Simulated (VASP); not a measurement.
Wanted: the native input for a VASP 6.6.1 run.

```yaml
Task: single point
Functional: r2SCAN
Potentials_or_basis: VASP PAW PBE potentials, release 64 (Hg, Te)
Cutoff: 520 eV
k_mesh: 6 × 6 × 6
Occupations: fermi-dirac, width 0.02 eV
Spin: no spin polarisation
Dipole_correction: no
Further_INCAR_settings: ALGO = Normal; EDIFF = 1e-06; NBANDS = 16
```

HgTe:

```
Hg Te
1.0
     0.00000    3.35494    3.18977
     3.35494    0.00000    3.18977
     3.35494    3.35494    0.00000
Hg Te
1 1
Direct
  0.00000 0.00000 0.00000
  0.25000 0.25000 0.25000
```

This cell differs from its parent crystal: epitaxial xy strain +2.0%.

These files were run (other wordings do the same):

POSCAR

```
HgTe
1.0
    0.0000000000      3.3549410440      3.1897659873
    3.3549410440      0.0000000000      3.1897659873
    3.3549410440      3.3549410440      0.0000000000
Hg Te
1 1
Direct
    0.0000000000      0.0000000000      0.0000000000
    0.2500000000      0.2500000000      0.2500000000
```

INCAR.step1

```
PREC = Accurate
ENCUT = 520
ISMEAR = -1
SIGMA = 0.02
LREAL = F
LASPH = T
NELM = 60
NBANDS = 16
GGA = PE
ALGO = Normal
EDIFF = 1E-4
LWAVE = T
LCHARG = F
```

INCAR.step2

```
PREC = Accurate
ENCUT = 520
EDIFF = 1E-6
ISMEAR = -1
SIGMA = 0.02
LREAL = F
LASPH = T
NELM = 60
ALGO = Normal
ISIF = 2
LWAVE = F
LCHARG = F
METAGGA = R2SCAN
LMIXTAU = T
NBANDS = 16
ISTART = 1
```

KPOINTS

```
regular mesh
0
Gamma
  6 6 6
```

Potentials or basis: VASP PAW PBE potentials, release 64 (Hg, Te).

Command:

```console
$ cat potpaw_PBE.64/Hg/POTCAR potpaw_PBE.64/Te/POTCAR > POTCAR
$ cp INCAR.step1 INCAR
$ mpirun -np 1 vasp_std > vasp.out
$ cp INCAR.step2 INCAR
$ mpirun -np 1 vasp_std > vasp.out
```

It gave:

* Pressure: -0.4 GPa
* Band gap on the k mesh: 0.15 eV

Caveat: the cell differs from its parent crystal (epitaxial xy strain +2.0%); the PAW data sets were made with another functional, which shifts forces and pressure a little; spin-orbit coupling is left out, which moves the levels of the heavy elements.

Wall time 51 s on 1 thread of Intel(R) Xeon(R) 6975P-C (Granite Rapids), with other jobs on the host, peak memory 0.23 GiB.
